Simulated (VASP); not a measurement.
# Ge (Ibca) in VASP: further runs

Runs on Ge. Level: PBEsol. Tasks: single point.

Everything below comes from runs of VASP 6.6.1. Logs are shortened: lines on timing, memory, paths and dates and some standing lists are left out, and cuts for length are marked.

**1. The cell of the first run**

The structure is orthorhombic, space group Ibca (No. 73). The conventional cell has a = 6.731 Å, b = 7.148 Å, c = 7.148 Å, α = 90.00°, β = 90.00°, γ = 90.00°. Within 3.3 Å of Ge (site symmetry 1) lie 4 Ge at 2.47 to 2.57 Å.

**2. Single point, PBEsol (strain +0.030 along x and y, -0.030 along z)**

INCAR reads:

```
SYSTEM = Ge
ALGO = Fast
EDIFF = 1E-6
ENCUT = 520
GGA = PS
ISIF = 2
ISMEAR = 0
LASPH = .True.
LCHARG = .False.
LREAL = .False.
LWAVE = .False.
NBANDS = 66
NELM = 60
PREC = Accurate
SIGMA = 0.15
```

KPOINTS reads:

```
k-points
0
Gamma
  8 8 8
  0 0 0
```

POSCAR reads:

```
Ge
1.0
   -3.5737529906      3.5737529906      3.3655732048
    3.5737529906     -3.5737529906      3.3655732048
    3.5737529906      3.5737529906     -3.3655732048
Ge
8
Direct
    0.5000000000      0.0000000000      0.7958385091
    0.7958385091      0.5000000000      0.0000000000
    0.0000000000      0.7958385091      0.5000000000
    0.7041614909      0.7041614909      0.7041614909
    0.5000000000      0.0000000000      0.2041614909
    0.2041614909      0.5000000000      0.0000000000
    0.0000000000      0.2041614909      0.5000000000
    0.2958385091      0.2958385091      0.2958385091
```

Potentials or basis: VASP PAW PBE potentials, release 64 (Ge_d).

Launch:

```sh
> cat potpaw_PBE.64/Ge_d/POTCAR > POTCAR
> mpirun -np 1 vasp_std > vasp.out
```

OUTCAR:

```text
SYSTEM = Ge
   EDIFF = 1E-6
   ENCUT = 520
   GGA = PS
   ISIF = 2
   ISMEAR = 0
   LASPH = .True.
   LREAL = .False.
   NELM = 60
   PREC = Accurate

 ion  position               nearest neighbor table
   1  0.500  0.000  0.796-   2 2.47   5 2.48   3 2.52   4 2.57
   2  0.796  0.500  0.000-   1 2.47   6 2.48   4 2.52   3 2.57
   3  0.000  0.796  0.500-   4 2.47   7 2.48   1 2.52   2 2.57
   4  0.704  0.704  0.704-   3 2.47   8 2.48   2 2.52   1 2.57
   5  0.500  0.000  0.204-   6 2.47   1 2.48   7 2.52   8 2.57
   6  0.204  0.500  0.000-   5 2.47   2 2.48   8 2.52   7 2.57
   7  0.000  0.204  0.500-   8 2.47   3 2.48   5 2.52   6 2.57
   8  0.296  0.296  0.296-   7 2.47   4 2.48   6 2.52   5 2.57

  LATTYP: Found a body centered tetragonal cell.
 ALAT       =     7.1475059812
 C/A-ratio  =     0.9417475728

  Lattice vectors:

 A1 = (  -3.5737529906,   3.5737529906,   3.3655732048)
 A2 = (   3.5737529906,  -3.5737529906,   3.3655732048)
 A3 = (   3.5737529906,   3.5737529906,  -3.3655732048)

Analysis of symmetry for initial positions (statically):
=====================================================================
 Subroutine PRICEL returns:
 Original cell was already a primitive cell.

 Routine SETGRP: Setting up the symmetry group for a
 body centered tetragonal supercell.

 Subroutine GETGRP returns: Found  8 space group operations
 (whereof  2 operations were pure point group operations)
 out of a pool of 16 trial point group operations.

The static configuration has the point symmetry S_2 .
 The point group associated with its full space group is D_2h.

Analysis of symmetry for dynamics (positions and initial velocities):
=====================================================================
 Subroutine PRICEL returns:
 Original cell was already a primitive cell.

 Routine SETGRP: Setting up the symmetry group for a
 body centered tetragonal supercell.

 Subroutine GETGRP returns: Found  8 space group operations
 (whereof  2 operations were pure point group operations)
 out of a pool of 16 trial point group operations.

The dynamic configuration has the point symmetry S_2 .
 The point group associated with its full space group is D_2h.

 Subroutine INISYM returns: Found  8 space group operations
 (whereof  2 operations are pure point group operations),
 and found     1 'primitive' translations

[... 109 lines left out ...]
   NSW    =      0    number of steps for IOM
   IBRION =     -1    ionic relax: 0-MD 1-quasi-New 2-CG
   NFREE  =      0    steps in history (QN), initial steepest desc. (CG)
   ISIF   =      2    stress and relaxation
   ISYM   =      2    0-nonsym 1-usesym 2-fastsym
   POTIM  = 0.5000    time-step for ionic-motion
   TEBEG  =    0.0;   TEEND  =   0.0 temperature during run
   PSTRESS=    0.0 pullay stress
   NELECT =     112.0000    total number of electrons
   NUPDOWN=      -1.0000    fix difference up-down
   EMIN   =  10.00;   EMAX   =-10.00  energy-range for DOS
   EFERMI =   0.00;   METHOD = LEGACY
   ISMEAR =     0;   SIGMA  =   0.15  broadening in eV -4-tet -1-fermi 0-gaus
   EFERMI_NEDOS =   21; number of points for ismear=-14 and -15
   IALGO  =     68    algorithm
   IMIX   =      4    mixing-type and parameters
     AMIX     =   0.40;   BMIX     =  1.00
     AMIX_MAG =   1.60;   BMIX_MAG =  1.00
  volume/ion in A,a.u.               =      21.49       145.04
  Fermi-wavevector in a.u.,A,eV,Ry     =   1.419139  2.681783 27.401512  2.013954
  Thomas-Fermi vector in A             =   2.540191
   LORBIT       =      0    0 simple, 1 ext, 2 COOP (PROOUT), +10 PAW based schemes
   GGA     = PS    functional components
   LHFCALC =     F    Hartree Fock is set to
   AEXX    =    0.0000 exact exchange contribution
   IVDW    =     0    specifies the selected vdW correction
   LEPSILON=     F    determine dielectric tensor
   LRPA    =     F    only Hartree local field effects (RPA)
 non-spin polarized calculation
 RMM-DIIS sequential band-by-band and
 Gauss-broadening in eV      SIGMA  =   0.15
  energy-cutoff  :      520.00
  volume of cell :      171.94
 maximum number of plane-waves:      4661
 NGX is ok and might be reduce to    48
   NGX = 23   NGY = 23   NGZ = 23

 number of electron     112.0000003 magnetization

 Free energy of the ion-electron system (eV)
  ---------------------------------------------------
  ext. energy  EPLUGINS =         0.00000000
  ---------------------------------------------------
  free energy    TOTEN  =       -38.42123377 eV

  energy without entropy =      -38.40422767  energy(sigma->0) =      -38.41273072

 E-fermi :   5.2018     XC(G=0): -10.5527

 val. band max:        5.1994958637   @ k =  -0.3750  -0.2500   0.2500
 cond. band min:       5.2096749779   @ k =  -0.2500   0.2500   0.2500
 fundamental gap:      0.0101791142
 Fermi energy:         5.2017797989

 k-point     1 :       0.0000    0.0000    0.0000
  band No.  band energies     occupation
      1     -19.5238      2.00000
      2     -19.5202      2.00000
      3     -19.5059      2.00000
      4     -19.5046      2.00000
      5     -19.4990      2.00000
      6     -19.4923      2.00000
[... 1645 lines left out ...]
     65       9.3852      0.00000
     66       9.5892      0.00000

 [... further k-points ...]

------------------------ aborting loop because EDIFF is reached ----------------------------------------

  FORCE on cell =-STRESS in cart. coord.  units (eV):
  Direction    XX          YY          ZZ          XY          YZ          ZX
  --------------------------------------------------------------------------------------
  -------------------------------------------------------------------------------------
  Total       -3.8883885     -3.9831821      2.1567468     -0.0000000      0.0000000      0.0000000
  in kB      -36.2336540    -37.1169814     20.0974818     -0.0000000      0.0000000      0.0000000
  external PRESSURE =     -17.7510512 kB  Pullay stress =       0.0000000 kB

 VOLUME and BASIS-vectors are now :
 -----------------------------------------------------------------------------
  energy-cutoff  :      520.00
  volume of cell :      171.94
      direct lattice vectors                 reciprocal lattice vectors
    -3.573752991  3.573752991  3.365573205     0.000000000  0.139908942  0.148563103
     3.573752991 -3.573752991  3.365573205     0.139908942  0.000000000  0.148563103
     3.573752991  3.573752991 -3.365573205     0.139908942  0.139908942  0.000000000

 POSITION                                       TOTAL-FORCE (eV/Angst)
 -----------------------------------------------------------------------------------
      1.05725      4.63101     -0.99567        -0.183630      0.070885     -0.229890
     -1.05725      1.05725      4.36124         0.183630      0.070885      0.229890
      4.63101     -1.05725      0.99567        -0.183630     -0.070885      0.229890
      2.51650      2.51650      2.36991         0.183630     -0.070885     -0.229890
     -1.05725      2.51650      0.99567         0.183630     -0.070885      0.229890
      1.05725     -1.05725      2.36991        -0.183630     -0.070885     -0.229890
      2.51650      1.05725     -0.99567         0.183630      0.070885     -0.229890
      1.05725      1.05725      0.99567        -0.183630      0.070885      0.229890
 -----------------------------------------------------------------------------------
    total drift:                               -0.000000      0.000000     -0.000000

  FREE ENERGIE OF THE ION-ELECTRON SYSTEM (eV)
  ---------------------------------------------------
  free  energy   TOTEN  =       -38.4212337738 eV

  energy  without entropy=      -38.4042276742  energy(sigma->0) =      -38.41273072
```

Run time: 46 min. Hardware: 1 thread of Oxide Virtual Turin-like, shared host; peak memory 0.77 GiB.

Results:

```yaml
Free_energy: -38.4212 eV
Pressure: -1.8 GPa
Largest_force: 0.303 eV/Å
Band_gap_on_the_k_mesh: zero (bands 56 and 57 overlap by 0.68 eV)
```

Forces in eV/Å, atoms in the order of the input:
```
Ge  -0.184  0.071 -0.230
Ge   0.184  0.071  0.230
Ge  -0.184 -0.071  0.230
Ge   0.184 -0.071 -0.230
Ge   0.184 -0.071  0.230
Ge  -0.184 -0.071 -0.230
Ge   0.184  0.071 -0.230
Ge  -0.184  0.071  0.230
```

Caveat: the cell differs from its parent crystal (strain +0.030 along x and y, -0.030 along z); the stress differs along the axes, from -4 to 2 GPa; semilocal functionals underestimate gaps, and a narrow one can read as zero; the PAW data sets were made with another functional, which shifts forces and pressure a little.

**3. Single point, PBEsol (strain +0.030 along x and y, -0.015 along z)**

INCAR reads:

```
PREC = Accurate
ENCUT = 520
EDIFF = 1E-7
ISMEAR = 0
SIGMA = 0.15
LREAL = False
LASPH = True
NELM = 100
ALGO = Fast
ISIF = 2
LWAVE = False
LCHARG = False
GGA = PS
NBANDS = 66
```

KPOINTS reads:

```
regular mesh
0
Gamma
  8 8 8
```

Edit POSCAR of step 2 so:

```diff
@@ -2,5 +2,5 @@
 1.0
-   -3.5737529906      3.5737529906      3.3655732048
-    3.5737529906     -3.5737529906      3.3655732048
-    3.5737529906      3.5737529906     -3.3655732048
+   -3.5737529906      3.5737529906      3.4176181512
+    3.5737529906     -3.5737529906      3.4176181512
+    3.5737529906      3.5737529906     -3.4176181512
 Ge
```

Potentials or basis: VASP PAW PBE potentials, release 64 (Ge_d).

Launch:

```sh
> cat potpaw_PBE.64/Ge_d/POTCAR > POTCAR
> mpirun -np 1 vasp_std > vasp.out
```

Run time: 41 min. Hardware: 1 thread of Oxide Virtual Turin-like, shared host; peak memory 0.77 GiB.

It converged, with:

| Property | Result |
| --- | --- |
| Free energy | -38.4387 eV |
| Pressure | -2.7 GPa |
| Largest force | 0.231 eV/Å |
| Band gap on the k mesh | zero (bands 56 and 57 overlap by 0.75 eV) |

Forces on the atoms (eV/Å):
```
Ge  -0.087  0.089 -0.195
Ge   0.087  0.089  0.195
Ge  -0.087 -0.089  0.195
Ge   0.087 -0.089 -0.195
Ge   0.087 -0.089  0.195
Ge  -0.087 -0.089 -0.195
Ge   0.087  0.089 -0.195
Ge  -0.087  0.089  0.195
```

Stress tensor (GPa, compression positive):
```
-4.08  0.00  0.00
 0.00 -4.12  0.00
 0.00  0.00  0.04
```

Levels at points of the mesh, in eV from the Fermi level:
| k point | band 54 | band 55 | band 56 | band 57 | band 58 | band 59 |
| --- | --- | --- | --- | --- | --- | --- |
| (0.00, 0.00, 0.00) | -1.37 | -1.30 | -0.48 | 1.28 | 1.31 | 2.07 |
| (0.50, 0.00, 0.00) | -1.72 | -0.98 | -0.98 | 0.29 | 0.29 | 1.75 |
| (0.50, 0.00, 0.50) | -1.81 | -1.16 | -1.16 | 0.54 | 0.54 | 1.74 |
| (0.50, 0.50, 0.00) | -1.84 | -0.90 | -0.90 | 0.37 | 0.37 | 1.83 |
| (0.50, 0.50, 0.50) | -1.76 | 0.31 | 0.46 | 0.63 | 1.27 | 2.27 |

Caveat: the cell differs from its parent crystal (strain +0.030 along x and y, -0.015 along z); semilocal functionals underestimate gaps, and a narrow one can read as zero; the PAW data sets were made with another functional, which shifts forces and pressure a little.

The gap in the log of VASP goes by the Fermi energy; the results here count the filled bands.